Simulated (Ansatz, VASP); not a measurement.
## SiO2 in VASP and in Ansatz

Contents of POSCAR:

```
SiO2
1.0
    4.9329000000      0.0000000000      0.0000000000
    0.0000000000      4.9329000000      0.0000000000
    0.0000000000      0.0000000000      6.4645000000
Si O
4 8
Direct
    0.8168964574      0.8168964574      0.5000000000
    0.6831035426      0.3168964574      0.2500000000
    0.1831035426      0.1831035426      0.0000000000
    0.3168964574      0.6831035426      0.7500000000
    0.2692598391      0.3636642059      0.7999873828
    0.1363357941      0.7692598391      0.5499873828
    0.7307401609      0.6363357941      0.2999873828
    0.8636642059      0.2307401609      0.0499873828
    0.7692598391      0.1363357941      0.4500126172
    0.6363357941      0.7307401609      0.7000126172
    0.2307401609      0.8636642059      0.9500126172
    0.3636642059      0.2692598391      0.2000126172
```

File INCAR.step1:

```
PREC = Accurate ; ENCUT = 520
ISMEAR = -1 ; SIGMA = 0.02
LREAL = F ; LASPH = T
NELM = 100 ; NBANDS = 44
GGA = PE ; ALGO = Normal
EDIFF = 1E-4 ; LWAVE = T
LCHARG = F
```

The input INCAR.step2:

```
PREC = Accurate ; ENCUT = 520
EDIFF = 1E-8 ; ISMEAR = -1
SIGMA = 0.02 ; LREAL = F
LASPH = T ; NELM = 100
ALGO = Normal ; ISIF = 2
LWAVE = F ; LCHARG = F
METAGGA = R2SCAN ; LMIXTAU = T
LEFG = T ; NBANDS = 44
ISTART = 1
```

KPOINTS

```
regular mesh
0
Gamma
  4 4 3
```

Input for Ansatz:

```yaml
crystal:
  lattice:
    - [4.9329, 0.0, 0.0]
    - [0.0, 4.9329, 0.0]
    - [0.0, 0.0, 6.4645]
  atoms:
    - { symbol: Si, position: [0.8168964574, 0.8168964574, 0.5] }
    - { symbol: Si, position: [0.6831035426, 0.3168964574, 0.25] }
    - { symbol: Si, position: [0.1831035426, 0.1831035426, 0.0] }
    - { symbol: Si, position: [0.3168964574, 0.6831035426, 0.75] }
    - { symbol: O, position: [0.2692598391, 0.3636642059, 0.7999873828] }
    - { symbol: O, position: [0.1363357941, 0.7692598391, 0.5499873828] }
    - { symbol: O, position: [0.7307401609, 0.6363357941, 0.2999873828] }
    - { symbol: O, position: [0.8636642059, 0.2307401609, 0.0499873828] }
    - { symbol: O, position: [0.7692598391, 0.1363357941, 0.4500126172] }
    - { symbol: O, position: [0.6363357941, 0.7307401609, 0.7000126172] }
    - { symbol: O, position: [0.2307401609, 0.8636642059, 0.9500126172] }
    - { symbol: O, position: [0.3636642059, 0.2692598391, 0.2000126172] }
kpoints:
  mp_grid: { grid: [4, 4, 3] }
scf:
  occupations: { method: fermi_dirac, width: 0.02 }
hamiltonian:
  xc: r2scan
  pseudopotentials: { kind: paw, frozen_core: stored }
output:
  forces: true
  stress: true
  populations: true
  efg: { quadrupole_moments_barn: { O: -0.02558 } }
  write_density: true
  write_potential: true
  elf: true
  volumetric_format: npy
```

Alike in both runs: task electric field gradients; functional r2SCAN; k mesh 4 × 4 × 3; occupations fermi-dirac, width 0.02 eV; no spin polarisation.

```csv
,VASP,Ansatz
version,VASP 6.6.1,Ansatz 0.2.0
potentials or method,"VASP PAW PBE potentials, release 64 (Si, O)","plane-wave PAW, scalar-relativistic"
plane-wave cutoff (eV),520,500
valence electrons in the cell,64,64
```

VASP gave:

| Property | Result |
| --- | --- |
| gap on the k mesh at the Fermi level (eV) | 6.33 |
| pressure (GPa) | -2.4 |
| traceless stress, the component that is largest in VASP (GPa) | 1.52 |
| rms of the force components (eV/Å) | 0.160 |
| size of Vzz on the site where it differs most (V/Å²) | 85.2 |

Problem. What did Ansatz give for the same quantities?

Solution. gap on the k mesh at the Fermi level (eV): 6.33; pressure (GPa): -2.9; traceless stress, the component that is largest in VASP (GPa): 1.58; rms of the force components (eV/Å): 0.170; size of Vzz on the site where it differs most (V/Å²): 92.7.

VASP's potentials were made for PBE, not for r2SCAN. Atom by atom the forces differ by 0.016 eV/Å (rms over components).
